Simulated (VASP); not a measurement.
# GaSb3 (C2/m) in VASP: notebook

The runs below take GaSb3 through single point, with PBEsol.

Program: VASP 6.6.1. These are calculated values, not measurements. Logs are shortened: lines on timing, memory, paths and dates and some standing lists are left out, and cuts for length are marked.

**1. The cell of the first run**

The structure is monoclinic, space group C2/m (No. 12). The conventional cell has a = 7.296 Å, b = 7.293 Å, c = 5.212 Å, α = 90.00°, β = 131.40°, γ = 90.00°. Ga (site symmetry 2/m) has 14 Sb at 3.18 to 3.92 Å within 4.2 Å. Sb (site symmetry 2) has 4 Ga at 3.18 to 3.29 Å and 10 Sb at 3.18 to 3.92 Å within 4.2 Å. Sb (site symmetry 2/m) has 8 Sb at 3.18 to 3.29 Å and 6 Ga at 3.65 to 3.92 Å within 4.2 Å.

**2. Single point, PBEsol (engineering shear strain xz -0.0533, normal strain along z +0.0733)**

INCAR reads:

```
SYSTEM = GaSb3
ALGO     = Normal         ! electronic algorithm
EDIFF    = 1E-7           ! SCF threshold, eV
ENCUT    = 520            ! plane-wave cutoff, eV
GGA      = PS             ! functional
ISIF     = 2              ! what is computed and relaxed
ISMEAR   = 0              ! smearing method
LASPH    = .True.         ! aspherical terms in the spheres
LCHARG   = .False.        ! write CHGCAR
LREAL    = .False.        ! projectors in reciprocal space
LWAVE    = .False.        ! write WAVECAR
NBANDS   = 22             ! bands
NELM     = 80             ! most SCF steps
PREC     = Accurate       ! precision mode
SIGMA    = 0.15           ! smearing width, eV
```

KPOINTS reads:

```
k-points
0
Gamma
  10 10 10
  0 0 0
```

POSCAR reads:

```
GaSb3
1.0
   -0.0971837661      3.6466703981      3.9139713383
    3.5494866320      0.0000000000      3.8167875722
    3.6466703981      3.6466703981     -0.0971837661
Ga Sb
1 3
Direct
    0.0000000000      0.0000000000      0.0000000000
    0.2500000000      0.2500000000      0.2500000000
    0.7500000000      0.7500000000      0.7500000000
    0.5000000000      0.5000000000      0.5000000000
```

Potentials or basis: VASP PAW PBE potentials, release 64 (Ga_d, Sb).

Started as:

```console
$ cat potpaw_PBE.64/Ga_d/POTCAR potpaw_PBE.64/Sb/POTCAR > POTCAR
$ mpirun -np 1 vasp_std > vasp.out
```

OUTCAR:

```text
SYSTEM = GaSb3
   EDIFF = 1E-7
   ENCUT = 520
   GGA = PS
   ISIF = 2
   ISMEAR = 0
   LASPH = .True.
   LREAL = .False.
   NELM = 80
   PREC = Accurate

 ion  position               nearest neighbor table
   1  0.000  0.000  0.000-   3 3.18   2 3.18   3 3.18   2 3.18   3 3.29   2 3.29   3 3.29   2 3.29

   2  0.250  0.250  0.250-   1 3.18   1 3.18   4 3.18   4 3.18   1 3.29   4 3.29   1 3.29   4 3.29
                             3 3.65   3 3.65   3 3.65   3 3.65
   3  0.750  0.750  0.750-   4 3.18   1 3.18   4 3.18   1 3.18   4 3.29   1 3.29   4 3.29   1 3.29
                             2 3.65   2 3.65   2 3.65   2 3.65
   4  0.500  0.500  0.500-   2 3.18   2 3.18   3 3.18   3 3.18   2 3.29   3 3.29   2 3.29   3 3.29

  LATTYP: Found a base centered monoclinic cell.
 ALAT       =     7.2959302839
 B/A-ratio  =     0.9996450778
 C/A-ratio  =     0.7143942488
 COS(beta)  =    -0.6612495628

  Lattice vectors:

 A1 = (  -3.6466703981,   3.6466703981,   0.0971837661)
 A2 = (  -3.6466703981,  -3.6466703981,   0.0971837661)
 A3 = (   3.5494866320,   0.0000000000,   3.8167875722)

Analysis of symmetry for initial positions (statically):
=====================================================================
 Subroutine PRICEL returns:
 Original cell was already a primitive cell.

 Routine SETGRP: Setting up the symmetry group for a
 base centered monoclinic supercell.

 Subroutine GETGRP returns: Found  4 space group operations
 (whereof  4 operations were pure point group operations)
 out of a pool of  4 trial point group operations.

The static configuration has the point symmetry C_2h.

Analysis of symmetry for dynamics (positions and initial velocities):
=====================================================================
 Subroutine PRICEL returns:
 Original cell was already a primitive cell.

 Routine SETGRP: Setting up the symmetry group for a
 base centered monoclinic supercell.

 Subroutine GETGRP returns: Found  4 space group operations
 (whereof  4 operations were pure point group operations)
 out of a pool of  4 trial point group operations.

The dynamic configuration has the point symmetry C_2h.

 Subroutine INISYM returns: Found  4 space group operations
 (whereof  4 operations are pure point group operations),
 and found     1 'primitive' translations

----------------------------------------------------------------------------------------

                                     Primitive cell

  volume of cell :     104.0287

  direct lattice vectors                    reciprocal lattice vectors
    -0.097183766  3.646670398  3.913971338    -0.133795441  0.137111377  0.124425350
     3.549486632  0.000000000  3.816787572     0.140608891 -0.137111377  0.131238800
     3.646670398  3.646670398 -0.097183766     0.133795441  0.137111377 -0.124425350

  length of vectors
     5.350403846  5.212170634  5.158086338     0.228434712  0.236207563  0.228434712

  position of ions in fractional coordinates (direct lattice)
     0.000000000  0.000000000  0.000000000
     0.250000000  0.250000000  0.250000000
     0.750000000  0.750000000  0.750000000
     0.500000000  0.500000000  0.500000000

  ion indices of the primitive-cell ions
   primitive index   ion index
                 1           1
                 2           2
                 3           3
                 4           4

----------------------------------------------------------------------------------------

 KPOINTS: k-points

Automatic generation of k-mesh.
 Grid dimensions read from file:
 generate k-points for:   10   10   10

 Generating k-lattice:

  Cartesian coordinates                     Fractional coordinates (reciprocal lattice)
    -0.013379544  0.013711138  0.012442535     0.100000000 -0.000000000 -0.000000000
     0.014060889 -0.013711138  0.013123880    -0.000000000  0.100000000 -0.000000000
     0.013379544  0.013711138 -0.012442535     0.000000000  0.000000000  0.100000000

  Length of vectors
     0.022843471  0.023620756  0.022843471

  Shift w.r.t. Gamma in fractional coordinates (k-lattice)
     0.000000000  0.000000000  0.000000000

 Subroutine IBZKPT returns following result:
 ===========================================

 Found    282 irreducible k-points:

 Following reciprocal coordinates:
            Coordinates               Weight
  0.000000  0.000000  0.000000      1.000000
  0.100000  0.000000  0.000000      4.000000
  0.200000  0.000000  0.000000      4.000000
  0.300000  0.000000 -0.000000      4.000000
  0.400000  0.000000  0.000000      4.000000
  0.500000  0.000000 -0.000000      2.000000
[... 16 lines left out ...]
 -0.400000  0.200000 -0.000000      4.000000
 -0.300000  0.200000  0.000000      4.000000
 [... further k-points ...]
   k-points           NKPTS =    282   k-points in BZ     NKDIM =    282   number of bands    NBANDS=     22
   number of dos      NEDOS =    301   number of ions     NIONS =      4
   total plane-waves  NPLWV =  64000
   dimension x,y,z NGX =    40 NGY =   40 NGZ =   40
   dimension x,y,z NGXF=    80 NGYF=   80 NGZF=   80
   ions per type =               1   3
   NGX,Y,Z   is equivalent  to a cutoff of  12.43, 12.76, 12.89 a.u.
   NGXF,Y,Z  is equivalent  to a cutoff of  24.86, 25.52, 25.78 a.u.
 SYSTEM =  GaSb3
   PREC   = accura    normal or accurate (medium, high low for compatibility)
   ISTART =      0    job   : 0-new  1-cont  2-samecut
   ICHARG =      2    charge: 1-file 2-atom 10-const
   ISPIN  =      1    spin polarized calculation?
   LNONCOLLINEAR =      F non collinear calculations
   LSORBIT =      F    spin-orbit coupling
   LASPH  =      T    aspherical Exc in radial PAW
   ENCUT  =  520.0 eV  38.22 Ry    6.18 a.u.   9.95  9.69  9.59*2*pi/ulx,y,z
   NELM   =     80;   NELMIN=  2; NELMDL= -5     # of ELM steps
   EDIFF  = 0.1E-06   stopping-criterion for ELM
   LREAL  =      F    real-space projection
   EDIFFG = 0.1E-05   stopping-criterion for IOM
   NSW    =      0    number of steps for IOM
   IBRION =     -1    ionic relax: 0-MD 1-quasi-New 2-CG
   NFREE  =      0    steps in history (QN), initial steepest desc. (CG)
   ISIF   =      2    stress and relaxation
   ISYM   =      2    0-nonsym 1-usesym 2-fastsym
   POTIM  = 0.5000    time-step for ionic-motion
   TEBEG  =    0.0;   TEEND  =   0.0 temperature during run
   PSTRESS=    0.0 pullay stress
   NELECT =      28.0000    total number of electrons
   NUPDOWN=      -1.0000    fix difference up-down
   EMIN   =  10.00;   EMAX   =-10.00  energy-range for DOS
   EFERMI =   0.00;   METHOD = LEGACY
   ISMEAR =     0;   SIGMA  =   0.15  broadening in eV -4-tet -1-fermi 0-gaus
   EFERMI_NEDOS =   21; number of points for ismear=-14 and -15
   IALGO  =     38    algorithm
   IMIX   =      4    mixing-type and parameters
     AMIX     =   0.40;   BMIX     =  1.00
     AMIX_MAG =   1.60;   BMIX_MAG =  1.00
  volume/ion in A,a.u.               =      26.01       175.51
  Fermi-wavevector in a.u.,A,eV,Ry     =   1.057004  1.997447 15.201198  1.117257
  Thomas-Fermi vector in A             =   2.192260
   LORBIT       =      0    0 simple, 1 ext, 2 COOP (PROOUT), +10 PAW based schemes
   GGA     = PS    functional components
   LHFCALC =     F    Hartree Fock is set to
   AEXX    =    0.0000 exact exchange contribution
   IVDW    =     0    specifies the selected vdW correction
   LEPSILON=     F    determine dielectric tensor
   LRPA    =     F    only Hartree local field effects (RPA)
 non-spin polarized calculation
 Gauss-broadening in eV      SIGMA  =   0.15
  energy-cutoff  :      520.00
  volume of cell :      104.03
 maximum number of plane-waves:      2834
   NGX = 19   NGY = 19   NGZ = 19

 number of electron      27.9999994 magnetization

 Free energy of the ion-electron system (eV)
  ---------------------------------------------------
  ext. energy  EPLUGINS =         0.00000000
  ---------------------------------------------------
  free energy    TOTEN  =       -16.27734927 eV

  energy without entropy =      -16.24569627  energy(sigma->0) =      -16.26152277

 E-fermi :   7.2739     XC(G=0): -10.2883

 val. band max:        7.2738019051   @ k =  -0.3000  -0.1000   0.2000
 cond. band min:       7.2744030047   @ k =   0.3000   0.0000   0.1000
 fundamental gap:      0.0006010995
 Fermi energy:         7.2738873221

 k-point     1 :       0.0000    0.0000    0.0000
  band No.  band energies     occupation
      1      -7.4578      2.00000
      2      -7.4533      2.00000
      3      -7.4526      2.00000
      4      -7.4454      2.00000
      5      -7.4374      2.00000
      6      -5.1513      2.00000
[... 14 lines left out ...]
     21      13.3924      0.00000
     22      14.0700      0.00000

 k-point     2 :       0.1000    0.0000    0.0000
  band No.  band energies     occupation
      1      -7.4577      2.00000
      2      -7.4535      2.00000
      3      -7.4525      2.00000
      4      -7.4456      2.00000
      5      -7.4374      2.00000
      6      -5.0777      2.00000
[... 14 lines left out ...]
     21      12.8125      0.00000
     22      13.7664      0.00000

 k-point     3 :       0.2000    0.0000    0.0000
  band No.  band energies     occupation
      1      -7.4575      2.00000
      2      -7.4541      2.00000
      3      -7.4520      2.00000
      4      -7.4460      2.00000
      5      -7.4374      2.00000
      6      -4.8589      2.00000
[... 14 lines left out ...]
     21      12.2646      0.00000
     22      12.9807      0.00000
[... 476 lines left out ...]
 k-point    23 :      -0.4000    0.2000   -0.0000
  band No.  band energies     occupation
      1      -7.4588      2.00000
      2      -7.4554      2.00000
      3      -7.4501      2.00000
      4      -7.4464      2.00000
      5      -7.4383      2.00000
      6      -3.4611      2.00000
[... 14 lines left out ...]
     21      12.3380      0.00000
     22      15.1562      0.00000

 k-point    24 :      -0.3000    0.2000    0.0000
  band No.  band energies     occupation
      1      -7.4574      2.00000
      2      -7.4564      2.00000
      3      -7.4508      2.00000
      4      -7.4465      2.00000
      5      -7.4377      2.00000
      6      -3.8656      2.00000
[... 14 lines left out ...]
     21      12.2224      0.00000
     22      14.7387      0.00000

 [... further k-points ...]
[... 5 lines left out ...]
  --------------------------------------------------------------------------------------
  -------------------------------------------------------------------------------------
  Total       -1.8234387     -1.9310809     -2.5659610      0.0000000      0.0000000      0.4793419
  in kB      -28.0833283    -29.7411575    -39.5191369      0.0000000      0.0000000      7.3824881
  external PRESSURE =     -32.4478742 kB  Pullay stress =       0.0000000 kB

 VOLUME and BASIS-vectors are now :
 -----------------------------------------------------------------------------
  energy-cutoff  :      520.00
  volume of cell :      104.03
      direct lattice vectors                 reciprocal lattice vectors
    -0.097183766  3.646670398  3.913971338    -0.133795441  0.137111377  0.124425350
     3.549486632  0.000000000  3.816787572     0.140608891 -0.137111377  0.131238800
     3.646670398  3.646670398 -0.097183766     0.133795441  0.137111377 -0.124425350

 POSITION                                       TOTAL-FORCE (eV/Angst)
 -----------------------------------------------------------------------------------
      0.00000      0.00000      0.00000         0.000000      0.000000      0.000000
      1.77474      1.82334      1.90839        -0.000000     -0.092403     -0.000000
      5.32423      5.47001      5.72518         0.000000      0.092403     -0.000000
      3.54949      3.64667      3.81679         0.000000      0.000000      0.000000
 -----------------------------------------------------------------------------------
    total drift:                               -0.000000      0.000000      0.000000

  FREE ENERGIE OF THE ION-ELECTRON SYSTEM (eV)
  ---------------------------------------------------
  free  energy   TOTEN  =       -16.2773492652 eV

  energy  without entropy=      -16.2456962709  energy(sigma->0) =      -16.26152277
```

Wall time 3.3 min (1 thread of Intel Xeon 6975P-C (Granite Rapids), shared host); peak memory 0.69 GiB.

Results:

* Free energy: -16.2773 eV
* Pressure: -3.2 GPa
* Largest force: 0.092 eV/Å
* Band gap on the k mesh: zero (band 14 reaches 9.07 eV, above the bottom of band 15 at 5.08 eV)

Forces on the atoms (eV/Å):
```
Ga   0.000  0.000  0.000
Sb   0.000 -0.092  0.000
Sb   0.000  0.092  0.000
Sb   0.000  0.000  0.000
```

Caveat: the cell differs from its parent crystal (engineering shear strain xz -0.0533, normal strain along z +0.0733); the PAW data sets were made with another functional, which shifts forces and pressure a little; spin-orbit coupling is left out, which moves the levels of the heavy elements.

(Continued in part 2 of 2.)
